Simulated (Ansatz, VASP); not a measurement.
Ba in VASP and in Ansatz

Contents of INCAR:

```
PREC     = Accurate       # precision mode
ENCUT    = 520            # plane-wave cutoff, eV
EDIFF    = 1E-6           # SCF threshold, eV
ISMEAR   = 0              # smearing method
SIGMA    = 0.15           # smearing width, eV
LREAL    = False          # projectors in reciprocal space
LASPH    = True           # aspherical terms in the spheres
NELM     = 80             # most SCF steps
ALGO     = Normal         # electronic algorithm
ISIF     = 2              # what is computed and relaxed
LWAVE    = False          # write WAVECAR
LCHARG   = True           # write CHGCAR
LELF     = True           # ELF
LVHAR    = True         
NBANDS   = 11             # bands
```

The input KPOINTS:

```
regular mesh
0
Gamma
  14 14 14
```

Contents of POSCAR:

```
Ba
1.0
   -2.3000000000      2.3000000000      2.3000000000
    2.3000000000     -2.3000000000      2.3000000000
    2.3000000000      2.3000000000     -2.3000000000
Ba
1
Direct
    0.0000000000      0.0000000000      0.0000000000
```

Input for Ansatz:

```yaml
crystal:
  lattice:
    - [-2.3, 2.3, 2.3]
    - [2.3, -2.3, 2.3]
    - [2.3, 2.3, -2.3]
  atoms:
    - { symbol: Ba, position: [0.0, 0.0, 0.0] }
basis:
  ecutwfc: 420
kpoints:
  mp_grid: { grid: [14, 14, 14] }
hamiltonian:
  xc: lda
scf:
  occupations: { method: gaussian, width: 0.15 }
output:
  forces: true
  stress: true
  eigenvalues: true
```

Change from the starting cell: strain -0.080 along x and y, -0.080 along z, atoms carried along.

Alike in both runs: task single point; functional LDA; k mesh 14 × 14 × 14; occupations gaussian, width 0.15 eV; no spin polarisation.

|  | VASP | Ansatz |
| --- | --- | --- |
| version | VASP 6.6.1 | Ansatz 0.2.0 |
| potentials or method | VASP PAW LDA potentials, release 64 (Ba_sv), cutoff 520 eV | scalar-relativistic, plane waves, PAW |
| valence electrons in the cell | 10 | 10 |

```csv
,VASP,Ansatz,Ansatz less VASP
gap on the k mesh at the Fermi level (eV),none,none,-
pressure (GPa),1.3,1.2,-0.18
```

LDA's correlation is that of Perdew and Zunger in VASP and of Perdew and Wang (1992) in Ansatz. A gap of «none» marks a metal or a gap that the smearing closes.

Spin-orbit coupling is off throughout.
